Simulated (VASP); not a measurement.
# InO2 (Fd-3m) in VASP: relaxation of cell and atoms with PBE

Aim: the relaxation of cell and atoms of InO2 with PBE.

Program: VASP 6.6.1. These are calculated values, not measurements. Logs are shortened: lines on timing, memory, paths and dates and some standing lists are left out, and cuts for length are marked.

## Step 1: The cell of the first run

Symmetry: Fd-3m, No. 227, cubic system. The conventional cell has a = 6.793 Å, b = 6.793 Å, c = 6.793 Å, α = 90.00°, β = 90.00°, γ = 90.00°. Within 3.7 Å of In (site symmetry -43m) lie 12 O at 2.82 Å and 4 In at 2.94 Å. O (site symmetry -3m) has 6 O at 2.40 Å and 6 In at 2.82 Å within 3.2 Å.

## Step 2: Relaxation of cell and atoms, PBE, collinear spin, ferromagnetic start

File INCAR:

```
PREC     = Accurate       # precision mode
ENCUT    = 600            # plane-wave cutoff, eV
EDIFF    = 1E-7           # SCF threshold, eV
ISMEAR   = 0              # smearing method
SIGMA    = 0.1            # smearing width, eV
LREAL    = False          # projectors in reciprocal space
LASPH    = True           # aspherical terms in the spheres
NELM     = 200            # most SCF steps
ALGO     = Normal         # electronic algorithm
ISIF     = 3              # what is computed and relaxed
LWAVE    = False          # write WAVECAR
LCHARG   = False          # write CHGCAR
ISPIN    = 2              # spin polarisation
MAGMOM   = 0.12 0.12 1.4 1.4 1.4 1.4 # initial moments
LORBIT   = 11             # projections on sites
GGA      = PE             # functional
IBRION   = 2              # ionic algorithm
NSW      = 100            # ionic steps
EDIFFG   = -0.01          # ionic threshold
GGA_COMPAT= False        
NELMIN   = 4            
KPAR     = 4
```

File KPOINTS:

```
Automatic mesh
0
Gamma
  10 10 10
```

File POSCAR:

```
InO2
1.0
    0.0000000000      3.3963536587      3.3963536587
    3.3963536587      0.0000000000      3.3963536587
    3.3963536587      3.3963536587      0.0000000000
In O
2 4
Direct
    0.0000000000      0.0000000000      0.0000000000
    0.2500000000      0.2500000000      0.2500000000
    0.6250000000      0.6250000000      0.6250000000
    0.1250000000      0.6250000000      0.6250000000
    0.6250000000      0.6250000000      0.1250000000
    0.6250000000      0.1250000000      0.6250000000
```

Potentials or basis: VASP PAW PBE potentials, release 64 (In_d, O).

Launch:

```console
$ cat potpaw_PBE.64/In_d/POTCAR potpaw_PBE.64/O/POTCAR > POTCAR
$ mpirun -np 4 vasp_std > vasp.out
```

OUTCAR:

```text
PREC = Accurate
   ENCUT = 600
   EDIFF = 1E-7
   ISMEAR = 0
   LREAL = False
   LASPH = True
   NELM = 200
   ISIF = 3
   ISPIN = 2
   LORBIT = 11
   GGA = PE
   IBRION = 2
   NSW = 100
   EDIFFG = -0.01
   NELMIN = 4

 ion  position               nearest neighbor table
   1  0.000  0.000  0.000-   4 2.82   5 2.82   6 2.82   3 2.82   3 2.82   3 2.82   6 2.82   4 2.82
                             6 2.82   5 2.82   4 2.82   5 2.82   2 2.94   2 2.94   2 2.94   2 2.94
   2  0.250  0.250  0.250-   4 2.82   5 2.82   6 2.82   3 2.82   3 2.82   3 2.82   4 2.82   4 2.82
                             5 2.82   6 2.82   5 2.82   6 2.82   1 2.94   1 2.94   1 2.94   1 2.94
   3  0.625  0.625  0.625-   2 2.82   2 2.82   2 2.82   1 2.82   1 2.82   1 2.82
   4  0.125  0.625  0.625-   1 2.82   2 2.82   2 2.82   2 2.82   1 2.82   1 2.82
   5  0.625  0.625  0.125-   1 2.82   2 2.82   2 2.82   2 2.82   1 2.82   1 2.82
   6  0.625  0.125  0.625-   1 2.82   2 2.82   2 2.82   2 2.82   1 2.82   1 2.82

  LATTYP: Found a face centered cubic cell.
 ALAT       =     6.7927073174

  Lattice vectors:

 A1 = (   0.0000000000,   3.3963536587,   3.3963536587)
 A2 = (   3.3963536587,   0.0000000000,   3.3963536587)
 A3 = (   3.3963536587,   3.3963536587,   0.0000000000)

Analysis of symmetry for initial positions (statically):
=====================================================================
 Subroutine PRICEL returns:
 Original cell was already a primitive cell.

 Routine SETGRP: Setting up the symmetry group for a
 face centered cubic supercell.

 Subroutine GETGRP returns: Found 48 space group operations
 (whereof 24 operations were pure point group operations)
 out of a pool of 48 trial point group operations.

The static configuration has the point symmetry T_d .
 The point group associated with its full space group is O_h .

Analysis of symmetry for dynamics (positions and initial velocities):
=====================================================================
 Subroutine PRICEL returns:
 Original cell was already a primitive cell.

 Routine SETGRP: Setting up the symmetry group for a
 face centered cubic supercell.

 Subroutine GETGRP returns: Found 48 space group operations
 (whereof 24 operations were pure point group operations)
 out of a pool of 48 trial point group operations.

The dynamic configuration has the point symmetry T_d .
 The point group associated with its full space group is O_h .

Analysis of structural, dynamic, and magnetic symmetry:
=====================================================================
 Subroutine PRICEL returns:
 Original cell was already a primitive cell.

 Routine SETGRP: Setting up the symmetry group for a
 face centered cubic supercell.

 Subroutine GETGRP returns: Found 48 space group operations
 (whereof 24 operations were pure point group operations)
 out of a pool of 48 trial point group operations.

The overall configuration has the point symmetry T_d .
 The point group associated with its full space group is O_h .

 Subroutine INISYM returns: Found 48 space group operations
 (whereof 24 operations are pure point group operations),
 and found     1 'primitive' translations

----------------------------------------------------------------------------------------

                                     Primitive cell

  volume of cell :      78.3554

  direct lattice vectors                    reciprocal lattice vectors
     0.000000000  3.396353659  3.396353659    -0.147216707  0.147216707  0.147216707
     3.396353659  0.000000000  3.396353659     0.147216707 -0.147216707  0.147216707
     3.396353659  3.396353659  0.000000000     0.147216707  0.147216707 -0.147216707

  length of vectors
     4.803169407  4.803169407  4.803169407     0.254986816  0.254986816  0.254986816

  position of ions in fractional coordinates (direct lattice)
     0.000000000  0.000000000  0.000000000
     0.250000000  0.250000000  0.250000000
     0.625000000  0.625000000  0.625000000
     0.125000000  0.625000000  0.625000000
     0.625000000  0.625000000  0.125000000
     0.625000000  0.125000000  0.625000000

  ion indices of the primitive-cell ions
   primitive index   ion index
                 1           1
                 2           2
                 3           3
                 4           4
                 5           5
                 6           6

----------------------------------------------------------------------------------------

 KPOINTS: Automatic mesh

Automatic generation of k-mesh.
 Grid dimensions read from file:
 generate k-points for:   10   10   10

 Generating k-lattice:

  Cartesian coordinates                     Fractional coordinates (reciprocal lattice)
    -0.014721671  0.014721671  0.014721671     0.100000000  0.000000000  0.000000000
     0.014721671 -0.014721671  0.014721671     0.000000000  0.100000000  0.000000000
     0.014721671  0.014721671 -0.014721671     0.000000000  0.000000000  0.100000000

  Length of vectors
     0.025498682  0.025498682  0.025498682

  Shift w.r.t. Gamma in fractional coordinates (k-lattice)
     0.000000000  0.000000000  0.000000000

 Subroutine IBZKPT returns following result:
 ===========================================

 Found     47 irreducible k-points:

 Following reciprocal coordinates:
            Coordinates               Weight
  0.000000  0.000000  0.000000      1.000000
  0.100000  0.000000  0.000000      8.000000
  0.200000  0.000000  0.000000      8.000000
  0.300000  0.000000  0.000000      8.000000
  0.400000  0.000000  0.000000      8.000000
  0.500000  0.000000  0.000000      4.000000
[... 16 lines left out ...]
  0.300000  0.300000  0.000000      6.000000
  0.400000  0.300000  0.000000     24.000000
 [... further k-points ...]
   k-points           NKPTS =     47   k-points in BZ     NKDIM =     47   number of bands    NBANDS=     33
   number of dos      NEDOS =    301   number of ions     NIONS =      6
   total plane-waves  NPLWV =  64000
   dimension x,y,z NGX =    40 NGY =   40 NGZ =   40
   dimension x,y,z NGXF=    80 NGYF=   80 NGZF=   80
   ions per type =               2   4
   NGX,Y,Z   is equivalent  to a cutoff of  13.84, 13.84, 13.84 a.u.
   NGXF,Y,Z  is equivalent  to a cutoff of  27.69, 27.69, 27.69 a.u.
 SYSTEM =  unknown system
   PREC   = accura    normal or accurate (medium, high low for compatibility)
   ISTART =      0    job   : 0-new  1-cont  2-samecut
   ICHARG =      2    charge: 1-file 2-atom 10-const
   ISPIN  =      2    spin polarized calculation?
   LNONCOLLINEAR =      F non collinear calculations
   LSORBIT =      F    spin-orbit coupling
   LASPH  =      T    aspherical Exc in radial PAW
   ENCUT  =  600.0 eV  44.10 Ry    6.64 a.u.   9.59  9.59  9.59*2*pi/ulx,y,z
   NELM   =    200;   NELMIN=  4; NELMDL= -5     # of ELM steps
   EDIFF  = 0.1E-06   stopping-criterion for ELM
   LREAL  =      F    real-space projection
   EDIFFG = -.1E-01   stopping-criterion for IOM
   NSW    =    100    number of steps for IOM
   IBRION =      2    ionic relax: 0-MD 1-quasi-New 2-CG
   NFREE  =      1    steps in history (QN), initial steepest desc. (CG)
   ISIF   =      3    stress and relaxation
   ISYM   =      2    0-nonsym 1-usesym 2-fastsym
   POTIM  = 0.5000    time-step for ionic-motion
   TEBEG  =    0.0;   TEEND  =   0.0 temperature during run
   PSTRESS=    0.0 pullay stress
   NELECT =      50.0000    total number of electrons
   NUPDOWN=      -1.0000    fix difference up-down
   EMIN   =  10.00;   EMAX   =-10.00  energy-range for DOS
   EFERMI =   0.00;   METHOD = LEGACY
   ISMEAR =     0;   SIGMA  =   0.10  broadening in eV -4-tet -1-fermi 0-gaus
   EFERMI_NEDOS =   21; number of points for ismear=-14 and -15
   IALGO  =     38    algorithm
   IMIX   =      4    mixing-type and parameters
     AMIX     =   0.40;   BMIX     =  1.00
     AMIX_MAG =   1.60;   BMIX_MAG =  1.00
  volume/ion in A,a.u.               =      13.06        88.13
  Fermi-wavevector in a.u.,A,eV,Ry     =   1.409425  2.663427 27.027680  1.986478
  Thomas-Fermi vector in A             =   2.531482
   LORBIT       =     11    0 simple, 1 ext, 2 COOP (PROOUT), +10 PAW based schemes
   GGA     = PE    functional components
   LHFCALC =     F    Hartree Fock is set to
   AEXX    =    0.0000 exact exchange contribution
   IVDW    =     0    specifies the selected vdW correction
   LEPSILON=     F    determine dielectric tensor
   LRPA    =     F    only Hartree local field effects (RPA)
 conjugate gradient relaxation of ions
 spin polarized calculation
 Gauss-broadening in eV      SIGMA  =   0.10
  energy-cutoff  :      600.00
  volume of cell :       78.36
 maximum number of plane-waves:      2685
 NGX is ok and might be reduce to    40
   NGX = 19   NGY = 19   NGZ = 19

--------------------------------------- Ionic step        1  -------------------------------------------

 number of electron      49.9999993 magnetization       5.1601455

 Free energy of the ion-electron system (eV)
  ---------------------------------------------------
  ext. energy  EPLUGINS =         0.00000000
  ---------------------------------------------------
  free energy    TOTEN  =       -20.69817381 eV

  energy without entropy =      -20.67632355  energy(sigma->0) =      -20.68724868

------------------------ aborting loop because EDIFF is reached ----------------------------------------

  FORCE on cell =-STRESS in cart. coord.  units (eV):
  Direction    XX          YY          ZZ          XY          YZ          ZX
  --------------------------------------------------------------------------------------
  -------------------------------------------------------------------------------------
  Total        0.6061161      0.6061161      0.6061161      0.0000000     -0.0000000     -0.0000000
  in kB       12.3936069     12.3936069     12.3936069      0.0000000     -0.0000000     -0.0000000
  external PRESSURE =      12.3936069 kB  Pullay stress =       0.0000000 kB
[... 105 lines left out ...]
  energy  without entropy=      -20.6898259513  energy(sigma->0) =      -20.69891178

--------------------------------------- Ionic step        4  -------------------------------------------

 number of electron      49.9999983 magnetization       5.5092148

 Free energy of the ion-electron system (eV)
  ---------------------------------------------------
  ext. energy  EPLUGINS =         0.00000000
  ---------------------------------------------------
  free energy    TOTEN  =       -20.70820294 eV

  energy without entropy =      -20.68923615  energy(sigma->0) =      -20.69871954

 E-fermi :   4.9735     XC(G=0): -11.0268

 val. band max:        4.9634844740   @ k =   0.4000   0.1000   0.0000
 cond. band min:       4.9884973415   @ k =   0.4000   0.4000   0.0000
 fundamental gap:      0.0250128675
 Fermi energy:         4.9734545011

 spin component 1

 k-point     1 :       0.0000    0.0000    0.0000
  band No.  band energies     occupation
      1     -14.0971      1.00000
      2     -11.9737      1.00000
      3     -11.9737      1.00000
      4     -11.9737      1.00000
      5      -9.1594      1.00000
      6      -9.1594      1.00000
[... 853 lines left out ...]
     32      12.2721      0.00000
     33      13.8010      0.00000

 [... further k-points ...]

 spin component 2

 k-point     1 :       0.0000    0.0000    0.0000
  band No.  band energies     occupation
      1     -12.1640      1.00000
      2      -9.8571      1.00000
      3      -9.8571      1.00000
      4      -9.8571      1.00000
      5      -9.1045      1.00000
      6      -9.1045      1.00000
[... 888 lines left out ...]
  FREE ENERGIE OF THE ION-ELECTRON SYSTEM (eV)
  ---------------------------------------------------
  free  energy   TOTEN  =       -20.7082029393 eV

  energy  without entropy=      -20.6892361452  energy(sigma->0) =      -20.69871954

 reached required accuracy - stopping structural energy minimisation

 total charge

# of ion       s       p       d       tot
------------------------------------------
    1        0.936   0.337   9.886  11.159
    2        0.936   0.337   9.886  11.159
    3        1.622   3.076   0.000   4.698
    4        1.622   3.076   0.000   4.698
    5        1.622   3.076   0.000   4.698
    6        1.622   3.076   0.000   4.698
--------------------------------------------------
tot          8.362  12.978  19.772  41.112

 magnetization (x)

# of ion       s       p       d       tot
------------------------------------------
    1        0.165  -0.043   0.003   0.125
    2        0.165  -0.043   0.003   0.125
    3        0.012   1.124   0.000   1.137
    4        0.012   1.124   0.000   1.137
    5        0.012   1.124   0.000   1.137
    6        0.012   1.124   0.000   1.137
--------------------------------------------------
tot          0.379   4.412   0.007   4.797
```

Run time: 7.9 min. Hardware: 4 MPI ranks of Oxide Virtual Turin-like, shared host; peak memory 0.41 GiB.

What came out:

| Quantity | Value |
| --- | --- |
| Free energy | -20.7082 eV |
| Relaxed volume | 13.47 Å³/atom |
| Relaxed cell | a = 4.854 Å, b = 4.854 Å, c = 4.854 Å, α = 60.00°, β = 60.00°, γ = 60.00° |
| Space group after relaxing (to 0.1 Å) | Fd-3m (No. 227) |
| Energy gained by relaxing | 1.7 meV/atom |
| Ionic steps | 4 |
| Pressure after relaxing | 0.0 GPa |
| Net moment | 5.51 μB per cell |
| Site moments | In +0.12; O +1.14 μB |
| Valence electrons inside the program's atomic spheres | In 11.16; O 4.70 |

Step by step:
```csv
step,energy change (eV),largest force (eV/Å),pressure (GPa),volume (Å³)
1,0.0000,0.0000,1.24,78.36
2,-0.0069,0.0000,0.70,79.51
3,-0.0098,0.0000,-0.20,81.24
4,-0.0100,0.0000,0.02,80.85
```

Final structure:
```yaml
crystal:
  lattice:
    - [0.00000, 3.43195, 3.43195]
    - [3.43195, 0.00000, 3.43195]
    - [3.43195, 3.43195, 0.00000]
  atoms:
    - { symbol: In, position: [0.00000, 0.00000, 0.00000] }
    - { symbol: In, position: [0.25000, 0.25000, 0.25000] }
    - { symbol: O, position: [0.62500, 0.62500, 0.62500] }
    - { symbol: O, position: [0.12500, 0.62500, 0.62500] }
    - { symbol: O, position: [0.62500, 0.62500, 0.12500] }
    - { symbol: O, position: [0.62500, 0.12500, 0.62500] }
```

Caveat: spin-orbit coupling is left out, which moves the levels of the heavy elements.
